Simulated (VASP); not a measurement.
# Zr2N (P4_2/mnm) in VASP: notebook

Runs on Zr2N. Level: r2SCAN. Tasks: single point.

Program: VASP 6.6.1. These are calculated values, not measurements. Logs are shortened: lines on timing, memory, paths and dates and some standing lists are left out, and cuts for length are marked.

## (1) The cell of the first run

Symmetry: P4_2/mnm, No. 136, tetragonal system. Conventional cell: a = 5.413 Å, b = 5.413 Å, c = 3.308 Å, α = 90.00°, β = 90.00°, γ = 90.00°. Zr (site symmetry m2m) has 3 N at 2.27 Å within 3.0 Å. Within 3.0 Å of N (site symmetry mmm) lie 6 Zr at 2.27 Å.

## (2) Single point, r2SCAN

POSCAR reads:

```
Zr2N
1.0
    5.4130027300      0.0000000000      0.0000000000
    0.0000000000      5.4130027300      0.0000000000
    0.0000000000      0.0000000000      3.3077891900
Zr N
4 2
Direct
    0.2961254600      0.2961254600      0.0000000000
    0.7038745400      0.7038745400      0.0000000000
    0.7961254600      0.2038745400      0.5000000000
    0.2038745400      0.7961254600      0.5000000000
    0.0000000000      0.0000000000      0.0000000000
    0.5000000000      0.5000000000      0.5000000000
```

INCAR.step1 reads:

```
PREC = Accurate
ENCUT = 520
ISMEAR = -1
SIGMA = 0.02
LREAL = F
LASPH = T
NELM = 80
NBANDS = 38
GGA = PE
ALGO = Normal
EDIFF = 1E-4
LWAVE = T
LCHARG = F
```

INCAR.step2 reads:

```
PREC = Accurate
ENCUT = 520
EDIFF = 1E-6
ISMEAR = -1
SIGMA = 0.02
LREAL = F
LASPH = T
NELM = 80
ALGO = Normal
ISIF = 2
LWAVE = F
LCHARG = F
METAGGA = R2SCAN
LMIXTAU = T
NBANDS = 38
ISTART = 1
```

KPOINTS reads:

```
regular mesh
0
Gamma
  8 8 10
```

Potentials or basis: VASP PAW PBE potentials, release 64 (Zr_sv, N).

Launch:

```console
$ cat potpaw_PBE.64/Zr_sv/POTCAR potpaw_PBE.64/N/POTCAR > POTCAR
$ cp INCAR.step1 INCAR
$ mpirun -np 1 vasp_std > vasp.out
$ cp INCAR.step2 INCAR
$ mpirun -np 1 vasp_std > vasp.out
```

OUTCAR:

```text
PREC = Accurate
   ENCUT = 520
   EDIFF = 1E-6
   ISMEAR = -1
   LREAL = F
   LASPH = T
   NELM = 80
   ISIF = 2
   METAGGA = R2SCAN
   ISTART = 1

 ion  position               nearest neighbor table
   1  0.296  0.296  0.000-   5 2.27   6 2.27   6 2.27   2 3.12   4 3.21   3 3.21   4 3.21   3 3.21
                             4 3.21   4 3.21   3 3.21   3 3.21   2 3.89   2 3.89
   2  0.704  0.704  0.000-   5 2.27   6 2.27   6 2.27   1 3.12   4 3.21   3 3.21   4 3.21   3 3.21
                             3 3.21   3 3.21   4 3.21   4 3.21   1 3.89   1 3.89
   3  0.796  0.204  0.500-   6 2.27   5 2.27   5 2.27   4 3.12   1 3.21   1 3.21   2 3.21   2 3.21
                             2 3.21   2 3.21   1 3.21   1 3.21   4 3.89   4 3.89
   4  0.204  0.796  0.500-   6 2.27   5 2.27   5 2.27   3 3.12   1 3.21   1 3.21   2 3.21   2 3.21
                             1 3.21   1 3.21   2 3.21   2 3.21   3 3.89   3 3.89
   5  0.000  0.000  0.000-   1 2.27   2 2.27   3 2.27   4 2.27   3 2.27   4 2.27
   6  0.500  0.500  0.500-   3 2.27   4 2.27   1 2.27   2 2.27   1 2.27   2 2.27

  LATTYP: Found a simple tetragonal cell.
 ALAT       =     5.4130027300
 C/A-ratio  =     0.6110821211

  Lattice vectors:

 A1 = (   5.4130027300,   0.0000000000,   0.0000000000)
 A2 = (   0.0000000000,   5.4130027300,   0.0000000000)
 A3 = (   0.0000000000,   0.0000000000,   3.3077891900)

Analysis of symmetry for initial positions (statically):
=====================================================================
 Subroutine PRICEL returns:
 Original cell was already a primitive cell.

 Routine SETGRP: Setting up the symmetry group for a
 simple tetragonal supercell.

 Subroutine GETGRP returns: Found 16 space group operations
 (whereof  8 operations were pure point group operations)
 out of a pool of 16 trial point group operations.

The static configuration has the point symmetry D_2h.
 The point group associated with its full space group is D_4h.

Analysis of symmetry for dynamics (positions and initial velocities):
=====================================================================
 Subroutine PRICEL returns:
 Original cell was already a primitive cell.

 Routine SETGRP: Setting up the symmetry group for a
 simple tetragonal supercell.

 Subroutine GETGRP returns: Found 16 space group operations
 (whereof  8 operations were pure point group operations)
 out of a pool of 16 trial point group operations.

The dynamic configuration has the point symmetry D_2h.
 The point group associated with its full space group is D_4h.

 Subroutine INISYM returns: Found 16 space group operations
 (whereof  8 operations are pure point group operations),
 and found     1 'primitive' translations

----------------------------------------------------------------------------------------

                                     Primitive cell

  volume of cell :      96.9202

  direct lattice vectors                    reciprocal lattice vectors
     5.413002730  0.000000000  0.000000000     0.184740347  0.000000000  0.000000000
     0.000000000  5.413002730  0.000000000     0.000000000  0.184740347  0.000000000
     0.000000000  0.000000000  3.307789190     0.000000000  0.000000000  0.302316727

  length of vectors
     5.413002730  5.413002730  3.307789190     0.184740347  0.184740347  0.302316727

  position of ions in fractional coordinates (direct lattice)
     0.296125460  0.296125460  0.000000000
     0.703874540  0.703874540  0.000000000
     0.796125460  0.203874540  0.500000000
     0.203874540  0.796125460  0.500000000
     0.000000000  0.000000000  0.000000000
     0.500000000  0.500000000  0.500000000

  ion indices of the primitive-cell ions
   primitive index   ion index
                 1           1
                 2           2
                 3           3
                 4           4
                 5           5
                 6           6

----------------------------------------------------------------------------------------

 KPOINTS: regular mesh

Automatic generation of k-mesh.
 Grid dimensions read from file:
 generate k-points for:    8    8   10

 Generating k-lattice:

  Cartesian coordinates                     Fractional coordinates (reciprocal lattice)
     0.023092543  0.000000000  0.000000000     0.125000000  0.000000000  0.000000000
     0.000000000  0.023092543  0.000000000     0.000000000  0.125000000  0.000000000
     0.000000000  0.000000000  0.030231673     0.000000000  0.000000000  0.100000000

  Length of vectors
     0.023092543  0.023092543  0.030231673

  Shift w.r.t. Gamma in fractional coordinates (k-lattice)
     0.000000000  0.000000000  0.000000000

 Subroutine IBZKPT returns following result:
 ===========================================

 Found     90 irreducible k-points:

 Following reciprocal coordinates:
            Coordinates               Weight
  0.000000  0.000000  0.000000      1.000000
  0.125000  0.000000  0.000000      4.000000
  0.250000  0.000000  0.000000      4.000000
  0.375000  0.000000  0.000000      4.000000
  0.500000  0.000000  0.000000      2.000000
  0.125000  0.125000  0.000000      4.000000
[... 16 lines left out ...]
  0.375000  0.125000  0.100000     16.000000
  0.500000  0.125000  0.100000      8.000000
 [... further k-points ...]
   k-points           NKPTS =     90   k-points in BZ     NKDIM =     90   number of bands    NBANDS=     38
   number of dos      NEDOS =    301   number of ions     NIONS =      6
   total plane-waves  NPLWV =  44800
   dimension x,y,z NGX =    40 NGY =   40 NGZ =   28
   dimension x,y,z NGXF=    80 NGYF=   80 NGZF=   56
   ions per type =               4   2
   NGX,Y,Z   is equivalent  to a cutoff of  12.28, 12.28, 14.07 a.u.
   NGXF,Y,Z  is equivalent  to a cutoff of  24.57, 24.57, 28.14 a.u.
 SYSTEM =  unknown system
   PREC   = accura    normal or accurate (medium, high low for compatibility)
   ISTART =      1    job   : 0-new  1-cont  2-samecut
   ICHARG =      0    charge: 1-file 2-atom 10-const
   ISPIN  =      1    spin polarized calculation?
   LNONCOLLINEAR =      F non collinear calculations
   LSORBIT =      F    spin-orbit coupling
   LASPH  =      T    aspherical Exc in radial PAW
   ENCUT  =  520.0 eV  38.22 Ry    6.18 a.u.  10.06 10.06  6.15*2*pi/ulx,y,z
   NELM   =     80;   NELMIN=  2; NELMDL=  0     # of ELM steps
   EDIFF  = 0.1E-05   stopping-criterion for ELM
   LREAL  =      F    real-space projection
   EDIFFG = 0.1E-04   stopping-criterion for IOM
   NSW    =      0    number of steps for IOM
   IBRION =     -1    ionic relax: 0-MD 1-quasi-New 2-CG
   NFREE  =      0    steps in history (QN), initial steepest desc. (CG)
   ISIF   =      2    stress and relaxation
   ISYM   =      2    0-nonsym 1-usesym 2-fastsym
   POTIM  = 0.5000    time-step for ionic-motion
   TEBEG  =    0.0;   TEEND  =   0.0 temperature during run
   PSTRESS=    0.0 pullay stress
   NELECT =      58.0000    total number of electrons
   NUPDOWN=      -1.0000    fix difference up-down
   EMIN   =  10.00;   EMAX   =-10.00  energy-range for DOS
   EFERMI =   0.00;   METHOD = LEGACY
   ISMEAR =    -1;   SIGMA  =   0.02  broadening in eV -4-tet -1-fermi 0-gaus
   EFERMI_NEDOS =   21; number of points for ismear=-14 and -15
   IALGO  =     38    algorithm
   IMIX   =      4    mixing-type and parameters
     AMIX     =   0.40;   BMIX     =  1.00
     AMIX_MAG =   1.60;   BMIX_MAG =  1.00
  volume/ion in A,a.u.               =      16.15       109.01
  Fermi-wavevector in a.u.,A,eV,Ry     =   1.379577  2.607023 25.895066  1.903234
  Thomas-Fermi vector in A             =   2.504534
   LORBIT       =      0    0 simple, 1 ext, 2 COOP (PROOUT), +10 PAW based schemes
   METAGGA = R2SCAN    functional components
   LHFCALC =     F    Hartree Fock is set to
   AEXX    =    0.0000 exact exchange contribution
   IVDW    =     0    specifies the selected vdW correction
   LEPSILON=     F    determine dielectric tensor
   LRPA    =     F    only Hartree local field effects (RPA)
 non-spin polarized calculation
  energy-cutoff  :      520.00
  volume of cell :       96.92
 maximum number of plane-waves:      2636
   NGX = 21   NGY = 21   NGZ = 13

 number of electron      58.0000001 magnetization

 Free energy of the ion-electron system (eV)
  ---------------------------------------------------
  ext. energy  EPLUGINS =         0.00000000
  ---------------------------------------------------
  free energy    TOTEN  =      -117.74239733 eV

  energy without entropy =     -117.73972328  energy(sigma->0) =     -117.74106031

 E-fermi :   9.7527     XC(G=0): -12.5467

 val. band max:        9.7492255391   @ k =   0.1250   0.0000   0.2000
 cond. band min:       9.7617046616   @ k =   0.3750   0.3750   0.2000
 fundamental gap:      0.0124791225
 Fermi energy:         9.7526949128

 k-point     1 :       0.0000    0.0000    0.0000
  band No.  band energies     occupation
      1     -40.7201      2.00000
      2     -40.5747      2.00000
      3     -40.5747      2.00000
      4     -40.5140      2.00000
      5     -18.9455      2.00000
      6     -18.3536      2.00000
[... 30 lines left out ...]
     37      12.7639      0.00000
     38      12.7712      0.00000

 k-point     2 :       0.1250    0.0000    0.0000
  band No.  band energies     occupation
      1     -40.7150      2.00000
      2     -40.5811      2.00000
      3     -40.5720      2.00000
      4     -40.5155      2.00000
      5     -18.9181      2.00000
      6     -18.3445      2.00000
[... 30 lines left out ...]
     37      12.7728      0.00000
     38      13.1039      0.00000

 k-point     3 :       0.2500    0.0000    0.0000
  band No.  band energies     occupation
      1     -40.7004      2.00000
      2     -40.5987      2.00000
      3     -40.5645      2.00000
      4     -40.5205      2.00000
      5     -18.8412      2.00000
      6     -18.3655      2.00000
[... 30 lines left out ...]
     37      12.7481      0.00000
[... 781 lines left out ...]
 k-point    23 :       0.3750    0.1250    0.1000
  band No.  band energies     occupation
      1     -40.6671      2.00000
      2     -40.6157      2.00000
      3     -40.5557      2.00000
      4     -40.5320      2.00000
      5     -18.6840      2.00000
      6     -18.4451      2.00000
[... 30 lines left out ...]
     37      13.3325      0.00000
     38      13.9375      0.00000

 k-point    24 :       0.5000    0.1250    0.1000
  band No.  band energies     occupation
      1     -40.6418      2.00000
      2     -40.6418      2.00000
      3     -40.5435      2.00000
      4     -40.5435      2.00000
      5     -18.5633      2.00000
      6     -18.5633      2.00000
[... 30 lines left out ...]
     37      13.4462      0.00000
     38      13.4462      0.00000

 [... further k-points ...]

------------------------ aborting loop because EDIFF is reached ----------------------------------------

  FORCE on cell =-STRESS in cart. coord.  units (eV):
  Direction    XX          YY          ZZ          XY          YZ          ZX
  --------------------------------------------------------------------------------------
  -------------------------------------------------------------------------------------
  Total        0.1234244      0.1234244     -0.3614081      0.0000000      0.0000000      0.0000000
  in kB        2.0403161      2.0403161     -5.9743988      0.0000000      0.0000000      0.0000000
  external PRESSURE =      -0.6312555 kB  Pullay stress =       0.0000000 kB

 VOLUME and BASIS-vectors are now :
 -----------------------------------------------------------------------------
  energy-cutoff  :      520.00
  volume of cell :       96.92
      direct lattice vectors                 reciprocal lattice vectors
     5.413002730  0.000000000  0.000000000     0.184740347  0.000000000  0.000000000
     0.000000000  5.413002730  0.000000000     0.000000000  0.184740347  0.000000000
     0.000000000  0.000000000  3.307789190     0.000000000  0.000000000  0.302316727

 POSITION                                       TOTAL-FORCE (eV/Angst)
 -----------------------------------------------------------------------------------
      1.60293      1.60293      0.00000         0.027408      0.027408      0.000000
      3.81007      3.81007      0.00000        -0.027408     -0.027408      0.000000
      4.30943      1.10357      1.65389         0.027408     -0.027408      0.000000
      1.10357      4.30943      1.65389        -0.027408      0.027408      0.000000
      0.00000      0.00000      0.00000         0.000000      0.000000      0.000000
      2.70650      2.70650      1.65389         0.000000      0.000000      0.000000
 -----------------------------------------------------------------------------------
    total drift:                                0.000000     -0.000000     -0.000000

  FREE ENERGIE OF THE ION-ELECTRON SYSTEM (eV)
  ---------------------------------------------------
  free  energy   TOTEN  =      -117.7423973324 eV

  energy  without entropy=     -117.7397232786  energy(sigma->0) =     -117.74106031
```

Run time: 21 min. Hardware: 1 thread of Intel Xeon 8259CL, shared host; peak memory 0.39 GiB.

Results:

```yaml
Free_energy: -117.7424 eV
Pressure: -0.1 GPa
Largest_force: 0.039 eV/Å
Band_gap_on_the_k_mesh: zero (bands 29 and 30 overlap by 2.62 eV)
```

Forces in eV/Å, atoms in the order of the input:
```
Zr   0.027  0.027  0.000
Zr  -0.027 -0.027  0.000
Zr   0.027 -0.027  0.000
Zr  -0.027  0.027  0.000
N    0.000  0.000  0.000
N    0.000  0.000  0.000
```

Levels at points of the mesh, in eV from the Fermi level:
| k point | band 26 | band 27 | band 28 | band 29 | band 30 | band 31 | band 32 | band 33 |
| --- | --- | --- | --- | --- | --- | --- | --- | --- |
| (0.00, 0.00, 0.00) | -2.03 | 0.11 | 0.77 | 0.88 | 1.05 | 1.05 | 1.50 | 1.58 |
| (0.50, 0.00, 0.00) | -2.15 | -1.01 | -1.01 | 1.47 | 1.47 | 1.66 | 1.66 | 1.88 |
| (0.50, 0.50, 0.00) | -1.65 | -1.08 | -1.08 | 0.92 | 0.92 | 1.48 | 1.48 | 1.78 |
| (0.00, 0.00, 0.50) | -1.31 | -1.17 | -1.17 | -1.15 | -1.15 | 2.03 | 2.03 | 3.26 |
| (0.50, 0.00, 0.50) | -1.78 | -0.98 | -0.98 | -0.87 | -0.87 | 1.59 | 1.59 | 3.52 |
| (0.50, 0.50, 0.50) | -1.63 | -0.80 | -0.80 | -0.38 | -0.38 | 1.19 | 1.19 | 2.69 |

Caveat: the PAW data sets were made with another functional, which shifts forces and pressure a little.

(Part 1 of 2 ends here.)
